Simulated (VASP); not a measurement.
A run of VASP 6.6.1:

File INCAR:

```
SYSTEM = ZnO
  PREC = Accurate
  ENCUT = 520
  EDIFF = 1E-6
  ISMEAR = 0
  SIGMA = 0.02
  LREAL = .False.
  LASPH = .True.
  NELM = 60
  ALGO = Normal
  ISIF = 2
  LWAVE = .False.
  LCHARG = .False.
  GGA = PE
  NBANDS = 26
```

Contents of KPOINTS:

```
regular mesh
0
Gamma
  12 12 6
  0 0 0
```

File POSCAR:

```
ZnO
1.0
    3.2795288439      0.0000000000      0.0000000000
   -1.6397644219      2.8401552913      0.0000000000
    0.0000000000      0.0000000000      5.2929052876
Zn O
2 2
Direct
    0.3333333333      0.6666666667      0.0014933900
    0.6666666667      0.3333333333      0.5014933900
    0.3333333333      0.6666666667      0.3806066000
    0.6666666667      0.3333333333      0.8806066000
```

Potentials or basis: VASP PAW PBE potentials, release 64 (Zn, O).

Run with:

```console
$ cat potpaw_PBE.64/Zn/POTCAR potpaw_PBE.64/O/POTCAR > POTCAR
$ mpirun -np 1 vasp_std > vasp.out
```

Hardware: 1 thread of Intel(R) Xeon(R) 6975P-C (Granite Rapids), with other jobs on the host.

Problem. How long does it take, and how much memory?

Solution. It took 28 s on 1 thread of Intel(R) Xeon(R) 6975P-C (Granite Rapids) (shared host), peak memory 0.21 GiB. Counts: scf iterations 15, k points 76.
